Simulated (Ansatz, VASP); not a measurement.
BP: VASP beside Ansatz

The input INCAR:

```
SYSTEM = BP
PREC = Accurate ; ENCUT = 520
EDIFF = 1E-6 ; ISMEAR = 0
SIGMA = 0.05 ; LREAL = .False.
LASPH = .True. ; NELM = 80
ALGO = Normal ; ISIF = 2
LWAVE = .False. ; LCHARG = .True.
GGA = PE ; LELF = .True.
LVHAR = .True. ; NBANDS = 11
```

The input KPOINTS:

```
Automatic mesh
0
Gamma
  10 10 10
  0 0 0
```

File POSCAR:

```
BP
1.0
    0.0000000000      2.0137375000      2.2690000000
    2.0137375000      0.0000000000      2.2690000000
    2.0137375000      2.0137375000      0.0000000000
B P
1 1
Direct
    0.0000000000      0.0000000000      0.0000000000
    0.7500000000      0.7500000000      0.7500000000
```

Input for Ansatz:

```yaml
crystal:
  lattice:
    - [0.0, 2.0137375, 2.269]
    - [2.0137375, 0.0, 2.269]
    - [2.0137375, 2.0137375, 0.0]
  atoms:
    - { symbol: B, position: [0.0, 0.0, 0.0] }
    - { symbol: P, position: [0.75, 0.75, 0.75] }
basis:
  ecutwfc: 420
kpoints:
  mp_grid: { grid: [10, 10, 10] }
hamiltonian:
  xc: pbe
scf:
  occupations: { method: gaussian, width: 0.05 }
output:
  forces: true
  stress: true
  eigenvalues: true
  write_density: true
  write_potential: true
  elf: true
  volumetric_format: npy
```

Change from the starting cell: strain -0.1125 x Voigt [1, 1, 0, 0, 0, 0], atoms carried along.

Alike in both runs: task single point; functional PBE; k mesh 10 × 10 × 10; occupations gaussian, width 0.05 eV; no spin polarisation.

|  | VASP | Ansatz |
| --- | --- | --- |
| version | VASP 6.6.1 | Ansatz 0.2.0 |
| potentials or method | VASP PAW PBE potentials, release 64 (B, P), cutoff 520 eV | scalar-relativistic, plane waves, PAW |
| valence electrons in the cell | 8 | 8 |

```tsv
	VASP	Ansatz	Ansatz less VASP
gap on the k mesh at the Fermi level (eV)	none	none	-
pressure (GPa)	61.2	61.8	+0.59
traceless stress, the component that is largest in VASP (GPa)	-28.83	-28.79	+0.041
```

A gap of «none» marks a metal or a gap that the smearing closes. Both programs put the cell under a high pressure, so it lies far from rest at this level. The functional is the same, so the differences come from potentials, cutoffs and numerics.

Noted on VASP's run: the cell as given lies far from equilibrium.
